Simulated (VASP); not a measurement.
# Al4VN2 (P-3m1) in VASP: notebook

Runs on Al4VN2. Level: PBE. Tasks: single point.

Program: VASP 6.6.1. These are calculated values, not measurements. Logs are shortened: lines on timing, memory, paths and dates and some standing lists are left out, and cuts for length are marked.

## (1) The cell of the first run

The structure is trigonal, space group P-3m1 (No. 164). The conventional cell has a = 2.875 Å, b = 2.875 Å, c = 11.805 Å, α = 90.00°, β = 90.00°, γ = 120.00°. Within 2.6 Å of Al (site symmetry 3m) lie 3 N at 1.98 Å. Al (site symmetry 3m) has 12 Al at 2.82 to 2.87 Å and 1 N at 3.42 Å within 3.7 Å. Within 3.0 Å of V (site symmetry -3m) lie 6 N at 2.13 Å and 6 V at 2.87 Å and 6 Al at 2.93 Å. N (site symmetry 3m) has 3 Al at 1.98 Å and 3 V at 2.13 Å within 2.6 Å.

## (2) Single point, PBE

File INCAR:

```
  PREC = Accurate
  ENCUT = 520
  EDIFF = 1E-6
  ISMEAR = 0
  SIGMA = 0.2
  LREAL = False
  LASPH = True
  NELM = 60
  ALGO = Normal
  ISIF = 2
  LWAVE = False
  LCHARG = False
  GGA = PE
  NBANDS = 26
```

File KPOINTS:

```
regular mesh
0
Gamma
  12 12 2
```

File POSCAR:

```
Al4VN2
1.0
    2.8749883913      0.0000000000      0.0000000000
   -1.4374941957      2.4898129824      0.0000000000
    0.0000000000      0.0000000000     11.8046416489
Al V N
4 1 2
Direct
    0.6666666667      0.3333333333      0.2045145552
    0.3333333333      0.6666666667      0.7954854448
    0.3333333333      0.6666666667      0.4032643636
    0.6666666667      0.3333333333      0.5967356364
    0.0000000000      0.0000000000      0.0000000000
    0.6666666667      0.3333333333      0.8867070163
    0.3333333333      0.6666666667      0.1132929837
```

Potentials or basis: VASP PAW PBE potentials, release 64 (Al, V_sv, N).

On the command line:

```sh
> cat potpaw_PBE.64/Al/POTCAR potpaw_PBE.64/V_sv/POTCAR potpaw_PBE.64/N/POTCAR > POTCAR
> mpirun -np 1 vasp_std > vasp.out
```

OUTCAR:

```text
PREC = Accurate
   ENCUT = 520
   EDIFF = 1E-6
   ISMEAR = 0
   LREAL = False
   LASPH = True
   NELM = 60
   ISIF = 2
   GGA = PE

 ion  position               nearest neighbor table
   1  0.667  0.333  0.205-   7 1.98   7 1.98   7 1.98   3 2.87   3 2.87   3 2.87   5 2.93   5 2.93
                             5 2.93
   2  0.333  0.667  0.795-   6 1.98   6 1.98   6 1.98   4 2.87   4 2.87   4 2.87   5 2.93   5 2.93
                             5 2.93
   3  0.333  0.667  0.403-   4 2.82   4 2.82   4 2.82   1 2.87   1 2.87   1 2.87
   4  0.667  0.333  0.597-   3 2.82   3 2.82   3 2.82   2 2.87   2 2.87   2 2.87
   5  0.000  0.000  0.000-   6 2.13   7 2.13   7 2.13   6 2.13   6 2.13   7 2.13   1 2.93   2 2.93
                             2 2.93   1 2.93   2 2.93   1 2.93
   6  0.667  0.333  0.887-   2 1.98   2 1.98   2 1.98   5 2.13   5 2.13   5 2.13
   7  0.333  0.667  0.113-   1 1.98   1 1.98   1 1.98   5 2.13   5 2.13   5 2.13

  LATTYP: Found a hexagonal cell.
 ALAT       =     2.8749883913
 C/A-ratio  =     4.1059788918

  Lattice vectors:

 A1 = (   2.8749883913,   0.0000000000,   0.0000000000)
 A2 = (  -1.4374941957,   2.4898129824,   0.0000000000)
 A3 = (   0.0000000000,   0.0000000000,  11.8046416489)

Analysis of symmetry for initial positions (statically):
=====================================================================
 Subroutine PRICEL returns:
 Original cell was already a primitive cell.

 Routine SETGRP: Setting up the symmetry group for a
 hexagonal supercell.

 Subroutine GETGRP returns: Found 12 space group operations
 (whereof 12 operations were pure point group operations)
 out of a pool of 24 trial point group operations.

The static configuration has the point symmetry D_3d.

Analysis of symmetry for dynamics (positions and initial velocities):
=====================================================================
 Subroutine PRICEL returns:
 Original cell was already a primitive cell.

 Routine SETGRP: Setting up the symmetry group for a
 hexagonal supercell.

 Subroutine GETGRP returns: Found 12 space group operations
 (whereof 12 operations were pure point group operations)
 out of a pool of 24 trial point group operations.

The dynamic configuration has the point symmetry D_3d.

 Subroutine INISYM returns: Found 12 space group operations
 (whereof 12 operations are pure point group operations),
 and found     1 'primitive' translations

----------------------------------------------------------------------------------------

                                     Primitive cell

  volume of cell :      84.4998

  direct lattice vectors                    reciprocal lattice vectors
     2.874988391  0.000000000  0.000000000     0.347827491  0.200818296  0.000000000
    -1.437494196  2.489812982  0.000000000     0.000000000  0.401636592  0.000000000
     0.000000000  0.000000000 11.804641649     0.000000000  0.000000000  0.084712440

  length of vectors
     2.874988391  2.874988391 11.804641649     0.401636592  0.401636592  0.084712440

  position of ions in fractional coordinates (direct lattice)
     0.666666667  0.333333333  0.204514555
     0.333333333  0.666666667  0.795485445
     0.333333333  0.666666667  0.403264364
     0.666666667  0.333333333  0.596735636
     0.000000000  0.000000000  0.000000000
     0.666666667  0.333333333  0.886707016
     0.333333333  0.666666667  0.113292984

  ion indices of the primitive-cell ions
   primitive index   ion index
                 1           1
                 2           2
                 3           3
                 4           4
                 5           5
                 6           6
                 7           7

----------------------------------------------------------------------------------------

 KPOINTS: regular mesh

Automatic generation of k-mesh.
 Grid dimensions read from file:
 generate k-points for:   12   12    2

 Generating k-lattice:

  Cartesian coordinates                     Fractional coordinates (reciprocal lattice)
     0.028985624  0.016734858  0.000000000     0.083333333  0.000000000  0.000000000
     0.000000000  0.033469716  0.000000000     0.000000000  0.083333333  0.000000000
     0.000000000  0.000000000  0.042356220     0.000000000  0.000000000  0.500000000

  Length of vectors
     0.033469716  0.033469716  0.042356220

  Shift w.r.t. Gamma in fractional coordinates (k-lattice)
     0.000000000  0.000000000  0.000000000

 Subroutine IBZKPT returns following result:
 ===========================================

 Found     38 irreducible k-points:

 Following reciprocal coordinates:
            Coordinates               Weight
  0.000000  0.000000  0.000000      1.000000
  0.083333  0.000000  0.000000      6.000000
  0.166667  0.000000  0.000000      6.000000
  0.250000  0.000000  0.000000      6.000000
  0.333333  0.000000  0.000000      6.000000
  0.416667  0.000000  0.000000      6.000000
[... 16 lines left out ...]
  0.250000  0.000000  0.500000      6.000000
  0.333333  0.000000  0.500000      6.000000
 [... further k-points ...]
   k-points           NKPTS =     38   k-points in BZ     NKDIM =     38   number of bands    NBANDS=     26
   number of dos      NEDOS =    301   number of ions     NIONS =      7
   total plane-waves  NPLWV =  51840
   dimension x,y,z NGX =    24 NGY =   24 NGZ =   90
   dimension x,y,z NGXF=    48 NGYF=   48 NGZF=  180
   ions per type =               4   1   2
   NGX,Y,Z   is equivalent  to a cutoff of  13.88, 13.88, 12.67 a.u.
   NGXF,Y,Z  is equivalent  to a cutoff of  27.76, 27.76, 25.35 a.u.
 SYSTEM =  unknown system
   PREC   = accura    normal or accurate (medium, high low for compatibility)
   ISTART =      0    job   : 0-new  1-cont  2-samecut
   ICHARG =      2    charge: 1-file 2-atom 10-const
   ISPIN  =      1    spin polarized calculation?
   LNONCOLLINEAR =      F non collinear calculations
   LSORBIT =      F    spin-orbit coupling
   LASPH  =      T    aspherical Exc in radial PAW
   ENCUT  =  520.0 eV  38.22 Ry    6.18 a.u.   5.35  5.35 21.95*2*pi/ulx,y,z
   NELM   =     60;   NELMIN=  2; NELMDL= -5     # of ELM steps
   EDIFF  = 0.1E-05   stopping-criterion for ELM
   LREAL  =      F    real-space projection
   EDIFFG = 0.1E-04   stopping-criterion for IOM
   NSW    =      0    number of steps for IOM
   IBRION =     -1    ionic relax: 0-MD 1-quasi-New 2-CG
   NFREE  =      0    steps in history (QN), initial steepest desc. (CG)
   ISIF   =      2    stress and relaxation
   ISYM   =      2    0-nonsym 1-usesym 2-fastsym
   POTIM  = 0.5000    time-step for ionic-motion
   TEBEG  =    0.0;   TEEND  =   0.0 temperature during run
   PSTRESS=    0.0 pullay stress
   NELECT =      35.0000    total number of electrons
   NUPDOWN=      -1.0000    fix difference up-down
   EMIN   =  10.00;   EMAX   =-10.00  energy-range for DOS
   EFERMI =   0.00;   METHOD = LEGACY
   ISMEAR =     0;   SIGMA  =   0.20  broadening in eV -4-tet -1-fermi 0-gaus
   EFERMI_NEDOS =   21; number of points for ismear=-14 and -15
   IALGO  =     38    algorithm
   IMIX   =      4    mixing-type and parameters
     AMIX     =   0.40;   BMIX     =  1.00
     AMIX_MAG =   1.60;   BMIX_MAG =  1.00
  volume/ion in A,a.u.               =      12.07        81.46
  Fermi-wavevector in a.u.,A,eV,Ry     =   1.220335  2.306098 20.262025  1.489217
  Thomas-Fermi vector in A             =   2.355556
   LORBIT       =      0    0 simple, 1 ext, 2 COOP (PROOUT), +10 PAW based schemes
   GGA     = PE    functional components
   LHFCALC =     F    Hartree Fock is set to
   AEXX    =    0.0000 exact exchange contribution
   IVDW    =     0    specifies the selected vdW correction
   LEPSILON=     F    determine dielectric tensor
   LRPA    =     F    only Hartree local field effects (RPA)
 non-spin polarized calculation
 Gauss-broadening in eV      SIGMA  =   0.20
  energy-cutoff  :      520.00
  volume of cell :       84.50
 maximum number of plane-waves:      2323
 NGX is ok and might be reduce to    24
   NGX = 11   NGY = 11   NGZ = 43

 number of electron      35.0000010 magnetization

 Free energy of the ion-electron system (eV)
  ---------------------------------------------------
  ext. energy  EPLUGINS =         0.00000000
  ---------------------------------------------------
  free energy    TOTEN  =       -43.89764290 eV

  energy without entropy =      -43.83596450  energy(sigma->0) =      -43.86680370

 E-fermi :   9.4751     XC(G=0): -11.2798

 val. band max:        9.4730287408   @ k =   0.3333   0.3333   0.5000
 cond. band min:       9.4974441428   @ k =   0.2500   0.1667   0.5000
 fundamental gap:      0.0244154020
 Fermi energy:         9.4751465264

 k-point     1 :       0.0000    0.0000    0.0000
  band No.  band energies     occupation
      1     -55.5698      2.00000
      2     -29.5004      2.00000
      3     -29.2271      2.00000
      4     -29.2271      2.00000
      5      -8.5350      2.00000
      6      -7.7860      2.00000
[... 18 lines left out ...]
     25      17.5486      0.00000
     26      19.9327      0.00000

 k-point     2 :       0.0833    0.0000    0.0000
  band No.  band energies     occupation
      1     -55.5662      2.00000
      2     -29.4950      2.00000
      3     -29.2537      2.00000
      4     -29.2330      2.00000
      5      -8.4198      2.00000
      6      -7.7083      2.00000
[... 18 lines left out ...]
     25      17.4598      0.00000
     26      17.6381      0.00000

 k-point     3 :       0.1667    0.0000    0.0000
  band No.  band energies     occupation
      1     -55.5562      2.00000
      2     -29.4803      2.00000
      3     -29.3256      2.00000
      4     -29.2491      2.00000
      5      -8.0879      2.00000
      6      -7.4856      2.00000
[... 572 lines left out ...]
 k-point    23 :       0.2500    0.0000    0.5000
  band No.  band energies     occupation
      1     -55.5426      2.00000
      2     -29.4605      2.00000
      3     -29.4225      2.00000
      4     -29.2710      2.00000
      5      -7.5852      2.00000
      6      -7.1491      2.00000
[... 18 lines left out ...]
     25      15.2930      0.00000
     26      16.2147      0.00000

 k-point    24 :       0.3333    0.0000    0.5000
  band No.  band energies     occupation
      1     -55.5289      2.00000
      2     -29.5192      2.00000
      3     -29.4395      2.00000
      4     -29.2928      2.00000
      5      -7.0168      2.00000
      6      -6.7457      2.00000
[... 18 lines left out ...]
     25      14.5641      0.00000
     26      15.4705      0.00000

 [... further k-points ...]

------------------------ aborting loop because EDIFF is reached ----------------------------------------

  FORCE on cell =-STRESS in cart. coord.  units (eV):
  Direction    XX          YY          ZZ          XY          YZ          ZX
  --------------------------------------------------------------------------------------
  -------------------------------------------------------------------------------------
  Total       -0.0222733     -0.0222733      0.2355003      0.0000000      0.0000000      0.0000000
  in kB       -0.4223178     -0.4223178      4.4652564      0.0000000      0.0000000      0.0000000
  external PRESSURE =       1.2068736 kB  Pullay stress =       0.0000000 kB

 VOLUME and BASIS-vectors are now :
 -----------------------------------------------------------------------------
  energy-cutoff  :      520.00
  volume of cell :       84.50
      direct lattice vectors                 reciprocal lattice vectors
     2.874988391  0.000000000  0.000000000     0.347827491  0.200818296  0.000000000
    -1.437494196  2.489812982  0.000000000     0.000000000  0.401636592  0.000000000
     0.000000000  0.000000000 11.804641649     0.000000000  0.000000000  0.084712440

 POSITION                                       TOTAL-FORCE (eV/Angst)
 -----------------------------------------------------------------------------------
      1.43749      0.82994      2.41422         0.000000     -0.000000      0.015954
     -0.00000      1.65988      9.39042        -0.000000      0.000000     -0.015954
     -0.00000      1.65988      4.76039        -0.000000     -0.000000     -0.016842
      1.43749      0.82994      7.04425        -0.000000      0.000000      0.016842
      0.00000      0.00000      0.00000        -0.000000      0.000000      0.000000
      1.43749      0.82994     10.46726         0.000000     -0.000000     -0.056092
     -0.00000      1.65988      1.33738         0.000000      0.000000      0.056092
 -----------------------------------------------------------------------------------
    total drift:                               -0.000000     -0.000000     -0.000000

  FREE ENERGIE OF THE ION-ELECTRON SYSTEM (eV)
  ---------------------------------------------------
  free  energy   TOTEN  =       -43.8976429020 eV

  energy  without entropy=      -43.8359645002  energy(sigma->0) =      -43.86680370
```

It took 2.5 min on 1 thread of Intel Xeon 8259CL, shared host; peak memory 0.26 GiB.

What came out:

- Free energy: -43.8976 eV
- Pressure: 0.1 GPa
- Largest force: 0.056 eV/Å
- Band gap on the k mesh: zero (an odd number of electrons rules out a gap without spin polarisation)

Forces on the atoms (eV/Å):
```
Al   0.000  0.000  0.016
Al   0.000  0.000 -0.016
Al   0.000  0.000 -0.017
Al   0.000  0.000  0.017
V    0.000  0.000  0.000
N    0.000  0.000 -0.056
N    0.000  0.000  0.056
```

Stress tensor (GPa, compression positive):
```
-0.04  0.00  0.00
 0.00 -0.04  0.00
 0.00  0.00  0.45
```

Levels at points of the mesh, in eV from the Fermi level:
| k point | band 15 | band 16 | band 17 | band 18 | band 19 | band 20 | band 21 | band 22 |
| --- | --- | --- | --- | --- | --- | --- | --- | --- |
| (0.00, 0.00, 0.00) | -2.50 | -0.55 | -0.31 | -0.17 | -0.17 | 1.93 | 1.93 | 2.62 |
| (0.50, 0.00, 0.00) | -2.99 | -2.73 | -1.71 | -0.53 | -0.17 | 1.36 | 1.53 | 1.98 |
| (0.00, 0.00, 0.50) | -2.50 | -2.00 | -0.17 | -0.17 | 0.28 | 1.93 | 1.93 | 3.32 |
| (0.50, 0.00, 0.50) | -2.80 | -2.38 | -2.11 | -0.57 | -0.23 | 1.35 | 1.36 | 2.24 |

Caveat: the run has no spin polarisation, though such a crystal can be magnetic. With open d or f shells a metallic result of PBE can be an artefact of self-interaction; +U or a hybrid may open a gap.

## (3) Single point, PBE

This run uses another cell than the first one, of 13.45 Å³/atom.

File INCAR:

```
SYSTEM = Al4VN2
  ALGO = Normal
  EDIFF = 1E-6
  ENCUT = 520
  GGA = PE
  ISIF = 2
  ISMEAR = 0
  LASPH = .TRUE.
  LCHARG = .FALSE.
  LREAL = .FALSE.
  LWAVE = .FALSE.
  NBANDS = 26
  NELM = 60
  PREC = Accurate
  SIGMA = 0.2
```

File KPOINTS:

```
k-points
0
G
  12 12 2
  0 0 0
```

File POSCAR:

```
Al4VN2
1.0
    2.9999686467      0.0000000000      0.0000000000
   -1.4999843234      2.5980490586      0.0000000000
    0.0000000000      0.0000000000     12.0776536386
Al V N
4 1 2
Direct
    0.6666666667      0.3333333333      0.3842218887
    0.3333333333      0.6666666667      0.1669054312
    0.3333333333      0.6666666667      0.6157781113
    0.6666666667      0.3333333333      0.8330945688
    1.0000000000      0.0000000000      0.0000000000
    0.3333333333      0.6666666667      0.3231275700
    0.6666666667      0.3333333333      0.6768724300
```

Potentials or basis: VASP PAW PBE potentials, release 64 (Al, V_sv, N).

On the command line:

```sh
> cat potpaw_PBE.64/Al/POTCAR potpaw_PBE.64/V_sv/POTCAR potpaw_PBE.64/N/POTCAR > POTCAR
> mpirun -np 1 vasp_std > vasp.out
```

Run time: 2.8 min. Hardware: 1 thread of Intel Xeon 8259CL, shared host; peak memory 0.27 GiB.

Results (log left out):

```yaml
Free_energy: -44.4383 eV
Pressure: -0.1 GPa
Largest_force: 0.040 eV/Å
Band_gap_on_the_k_mesh: zero (an odd number of electrons rules out a gap without spin polarisation)
```

Forces on the atoms (eV/Å):
```
Al   0.000  0.000 -0.036
Al   0.000  0.000  0.003
Al   0.000  0.000  0.036
Al   0.000  0.000 -0.003
V    0.000  0.000  0.000
N    0.000  0.000  0.040
N    0.000  0.000 -0.040
```

Stress tensor (GPa, compression positive):
```
 0.00  0.00  0.00
 0.00  0.00  0.00
 0.00  0.00 -0.16
```

Levels at points of the mesh, in eV from the Fermi level:
```csv
k point,band 15,band 16,band 17,band 18,band 19,band 20
"(0.00, 0.00, 0.00)",-2.01,-1.20,0.25,0.25,1.14,1.14
"(0.50, 0.00, 0.00)",-2.33,-1.68,-1.12,-0.10,0.54,0.76
"(0.00, 0.00, 0.50)",-2.01,-1.77,0.25,0.25,1.14,1.14
"(0.50, 0.00, 0.50)",-2.51,-1.40,-1.19,0.26,0.48,0.54
```

Caveat: the run has no spin polarisation, though such a crystal can be magnetic. With open d or f shells a metallic result of PBE can be an artefact of self-interaction; +U or a hybrid may open a gap.

## (4) Single point, PBE

File INCAR:

```
SYSTEM = Al4VN2
PREC = Accurate
ENCUT = 520
EDIFF = 1E-6
ISMEAR = 0
SIGMA = 0.1
LREAL = .FALSE.
LASPH = .TRUE.
NELM = 80
ALGO = Normal
ISIF = 2
LWAVE = .FALSE.
LCHARG = .FALSE.
GGA = PE
NBANDS = 26
```

File KPOINTS:

```
regular mesh
0
G
  12 12 4
  0 0 0
```

File POSCAR:

```
Al4VN2
1.0
    2.8749883913      0.0000000000      0.0000000000
   -1.4374941957      2.4898129824      0.0000000000
    0.0000000000      0.0000000000     11.8046416489
Al V N
4 1 2
Direct
    0.6666666667      0.3333333333      0.2045145552
    0.3333333333      0.6666666667      0.7954854448
    0.3333333333      0.6666666667      0.4032643636
    0.6666666667      0.3333333333      0.5967356364
    0.0000000000      0.0000000000      0.0000000000
    0.6666666667      0.3333333333      0.8867070163
    0.3333333333      0.6666666667      0.1132929837
```

On the command line:

```sh
> cat potpaw_PBE.64/Al/POTCAR potpaw_PBE.64/V_sv/POTCAR potpaw_PBE.64/N/POTCAR > POTCAR
> mpirun -np 1 vasp_std > vasp.out
```

It took 4.6 min on 1 thread of Intel Xeon 8259CL, shared host; peak memory 0.31 GiB.

The run converged. Its results:

- Free energy: -43.8739 eV
- Pressure: 0.0 GPa
- Largest force: 0.041 eV/Å
- Band gap on the k mesh: zero (an odd number of electrons rules out a gap without spin polarisation)

Forces in eV/Å, atoms in the order of the input:
```
Al   0.000  0.000 -0.014
Al   0.000  0.000  0.014
Al   0.000  0.000 -0.001
Al   0.000  0.000  0.001
V    0.000  0.000  0.000
N    0.000  0.000 -0.041
N    0.000  0.000  0.041
```

Stress tensor (GPa, compression positive):
```
 0.06  0.00  0.00
 0.00  0.06  0.00
 0.00  0.00 -0.02
```

Levels at points of the mesh, in eV from the Fermi level:
```csv
k point,band 14,band 15,band 16,band 17,band 18,band 19,band 20,band 21,band 22,band 23
"(0.00, 0.00, 0.00)",-2.53,-2.53,-0.57,-0.35,-0.18,-0.18,1.92,1.92,2.58,5.12
"(0.50, 0.00, 0.00)",-3.85,-3.03,-2.78,-1.74,-0.56,-0.21,1.36,1.52,1.94,2.23
"(0.00, 0.00, 0.50)",-2.53,-2.53,-2.03,-0.18,-0.18,0.25,1.92,1.92,3.28,4.76
"(0.50, 0.00, 0.50)",-3.85,-2.84,-2.42,-2.13,-0.60,-0.27,1.33,1.36,2.23,2.24
```

Caveat: the run has no spin polarisation, though such a crystal can be magnetic. With open d or f shells a metallic result of PBE can be an artefact of self-interaction; +U or a hybrid may open a gap.

## (5) Summary

```tsv
cell	k mesh	smearing	gap on the mesh (eV)	pressure (GPa)	largest force (eV/Å)
a = 2.875, b = 2.875, c = 11.805 Å, angles 90.0, 90.0, 120.0°, 7 atoms, atomic positions A	12 × 12 × 2	gaussian 0.2 eV	none	0.1	0.06
a = 3.000, b = 3.000, c = 12.078 Å, angles 90.0, 90.0, 120.0°, 7 atoms, atomic positions B	12 × 12 × 2	gaussian 0.2 eV	none	-0.1	0.04
a = 2.875, b = 2.875, c = 11.805 Å, angles 90.0, 90.0, 120.0°, 7 atoms, atomic positions A	12 × 12 × 4	gaussian 0.1 eV	none	0.0	0.04
```

Alike in all rows: task single point; level PBE; potentials or basis VASP PAW PBE potentials, release 64 (Al, V_sv, N); no spin polarisation; cutoff (eV) 520.

Caveats: the run has no spin polarisation, though such a crystal can be magnetic.

Total energies depend on the potentials used, so only differences within one code and one set of settings carry meaning.

The gap in the log of VASP goes by the Fermi energy; the results here count the filled bands.